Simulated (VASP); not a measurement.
## Ti: single point with r2SCAN

Crystal: Ti.

```
Ti
1.0
     0.00000    2.05671    2.05671
     2.05671    0.00000    2.05671
     2.05671    2.05671    0.00000
Ti
1
Cartesian
  0.0000 0.0000 0.0000
```

* Program: VASP 6.6.1
* Task: single point
* Functional: r2SCAN
* Potentials or basis: VASP PAW PBE potentials, release 64 (Ti_sv)
* Cutoff: 520 eV
* k mesh: 11 × 11 × 11
* Occupations: fermi-dirac, width 0.05 eV
* Spin: no spin polarisation
* Dipole correction: no
* Further INCAR settings: ALGO = Normal; EDIFF = 1e-06; NBANDS = 12

```
Pressure               : 0.1 GPa
Band gap on the k mesh : zero (band 6 reaches 9.21 eV, above the bottom of band 7 at 7.95 eV)
```

Levels at points of the mesh, in eV from the Fermi level:
```csv
k point,band 3,band 4,band 5,band 6,band 7,band 8,band 9,band 10
"(0.00, 0.00, 0.00)",-33.84,-33.84,-6.46,1.01,1.01,1.01,2.81,2.81
```

Wall time 83 s on 1 thread of Intel Xeon 8259CL, with other jobs on the host, peak memory 0.15 GiB.

Caveat: the PAW data sets were made with another functional, which shifts forces and pressure a little.
